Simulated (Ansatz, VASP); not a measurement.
## Two plane-wave programs on MoS2

The input INCAR:

```
SYSTEM = MoS2
ALGO     = Normal         ! electronic algorithm
EDIFF    = 1E-6           ! SCF threshold, eV
ENCUT    = 520            ! plane-wave cutoff, eV
ISIF     = 2              ! what is computed and relaxed
ISMEAR   = -1             ! smearing method
LASPH    = .True.         ! aspherical terms in the spheres
LCHARG   = .False.        ! write CHGCAR
LREAL    = .False.        ! projectors in reciprocal space
LWAVE    = .False.        ! write WAVECAR
NBANDS   = 20             ! bands
NELM     = 80             ! most SCF steps
PREC     = Accurate       ! precision mode
SIGMA    = 0.1            ! smearing width, eV
```

The input KPOINTS:

```
k-points
0
Gamma
  10 10 5
  0 0 0
```

The input POSCAR:

```
MoS2
1.0
    3.2274600000      0.0000000000      0.0000000000
   -1.6137300000      2.7950700000      0.0000000000
    0.0000000000      0.0000000000      6.3124700000
Mo S
1 2
Direct
    0.0000000000      0.0000000000      0.5000000000
    0.3333333333      0.6666666667      0.2553200000
    0.6666666667      0.3333333333      0.7446800000
```

Input for Ansatz:

```yaml
crystal:
  lattice:
    - [3.22746, 0.0, 0.0]
    - [-1.61373, 2.79507, 0.0]
    - [0.0, 0.0, 6.31247]
  atoms:
    - { symbol: Mo, position: [0.0, 0.0, 0.5] }
    - { symbol: S, position: [0.3333333333333333, 0.6666666666666666, 0.25532] }
    - { symbol: S, position: [0.6666666666666666, 0.3333333333333333, 0.74468] }
basis:
  ecutwfc: 550.0
kpoints:
  mp_grid:
    grid: [10, 10, 5]
hamiltonian:
  xc: lda
  pseudopotentials:
    kind: paw
scf:
  max_iter: 60
  occupations:
    method: fermi_dirac
output:
  stress: true
```

Alike in both runs: task single point; functional LDA; k mesh 10 × 10 × 5; no spin polarisation.

```csv
,VASP,Ansatz
version,VASP 6.6.1,Ansatz 0.2.0
potentials or method,"VASP PAW LDA potentials, release 64 (Mo_sv, S), cutoff 520 eV","plane waves, PAW"
occupations,"fermi-dirac, width 0.1 eV",fermi-dirac
valence electrons in the cell,26,26
```

VASP gave:

| Item | Value |
| --- | --- |
| pressure (GPa) | -5.7 |
| traceless stress, the component that is largest in VASP (GPa) | 2.21 |

Estimate Ansatz's values.

pressure (GPa): -5.8; traceless stress, the component that is largest in VASP (GPa): 2.20.

LDA's correlation is that of Perdew and Zunger in VASP and of Perdew and Wang (1992) in Ansatz.
